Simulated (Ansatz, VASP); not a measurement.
# One calculation of Mn, two programs

```
Mn
1.0
    -1.54650    1.54650    1.54650
     1.54650   -1.54650    1.54650
     3.09300    3.09300   -3.09300
Mn
2
Direct
  0.00000 0.00000 0.00000
  0.00000 0.00000 0.50000
```

Alike in both runs: task single point; functional PBE; k mesh 14 × 14 × 7; occupations fermi-dirac, width 0.05 eV; collinear spin.

|  | VASP | Ansatz |
| --- | --- | --- |
| version | VASP 6.6.1 | Ansatz 0.2.0 |
| potentials or method | VASP PAW PBE potentials, release 64 (Mn_pv), cutoff 520 eV | PAW, plane waves, scalar-relativistic |
| valence electrons in the cell | 26 | 30 |

```tsv
	VASP	Ansatz	Ansatz less VASP
pressure (GPa)	-14.1	-14.7	-0.65
traceless stress, the component that is largest in VASP (GPa)	-5.05	-5.03	+0.019
net moment per atom (μB)	0.00	0.00	0.000
size of the moment on the site where the two differ most (μB)	3.09	3.06	-0.030
```

Site moments also hang on the region over which each program counts them. With one functional, cell and mesh, what is left measures potentials, basis and numerics. VASP's potentials hold 26 valence electrons a cell and Ansatz's 30, so a difference there can come from the potentials and not from the codes.
